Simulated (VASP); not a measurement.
Set up this calculation in VASP 6.6.1, as the native input.

- Task: relaxation of cell and atoms
- Functional: PBE
- Potentials or basis: VASP PAW PBE potentials, release 64 (Al, Pt)
- Cutoff: 500 eV
- k mesh: 6 × 6 × 6
- Occupations: gaussian, width 0.2 eV
- Spin: no spin polarisation
- Dipole correction: no
- Further INCAR settings: ALGO = Normal; EDIFF = 1e-07; IBRION = 2; EDIFFG = -0.08; NSW = 36; ISIF = 3

The structure of Al2Pt lies in POSCAR:

```
Al2Pt
1.0
    0.0000000000      2.6783290800      2.6783290800
    2.6783290800      0.0000000000      2.6783290800
    2.6783290800      2.6783290800      0.0000000000
Al Pt
2 1
Direct
    0.2500000000      0.2500000000      0.2500000000
    0.7500000000      0.7500000000      0.7500000000
    0.0000000000      0.0000000000      0.0000000000
```

The input as run:

INCAR

```
PREC     = Accurate       # precision mode
ENCUT    = 500            # plane-wave cutoff, eV
EDIFF    = 1E-7           # SCF threshold, eV
ISMEAR   = 0              # smearing method
SIGMA    = 0.2            # smearing width, eV
LREAL    = False          # projectors in reciprocal space
LASPH    = True           # aspherical terms in the spheres
NELM     = 120            # most SCF steps
ALGO     = Normal         # electronic algorithm
ISIF     = 3              # what is computed and relaxed
LWAVE    = False          # write WAVECAR
LCHARG   = False          # write CHGCAR
GGA      = PE             # functional
IBRION   = 2              # ionic algorithm
NSW      = 36             # ionic steps
EDIFFG   = -0.08          # ionic threshold
GGA_COMPAT= False        
NELMIN   = 4
```

KPOINTS

```
regular mesh
0
Gamma
  6 6 6
```

Potentials or basis: VASP PAW PBE potentials, release 64 (Al, Pt).

Command:

```console
$ cat potpaw_PBE.64/Al/POTCAR potpaw_PBE.64/Pt/POTCAR > POTCAR
$ mpirun -np 1 vasp_std > vasp.out
```

It gave:

```yaml
Relaxed_volume: 17.49 Å³/atom
Relaxed_cell: a = 4.202 Å, b = 4.202 Å, c = 4.202 Å, α = 60.00°, β = 60.00°, γ = 60.00°
Space_group_after_relaxing_to_0.05_Å: Fm-3m (No. 225)
Energy_gained_by_relaxing: 888.4 meV/atom
Ionic_steps: 5
Pressure_after_relaxing: 0.0 GPa
Band_gap_on_the_k_mesh: zero (band 8 reaches 11.52 eV, above the bottom of band 9 at 6.13 eV)
```

Caveat: the volume moved by over 15 % at a fixed basis, so the end points are rough; spin-orbit coupling is left out, which moves the levels of the heavy elements.

Wall time 51 s on 1 thread of Intel Xeon 6455B (shared host), peak memory 0.16 GiB.
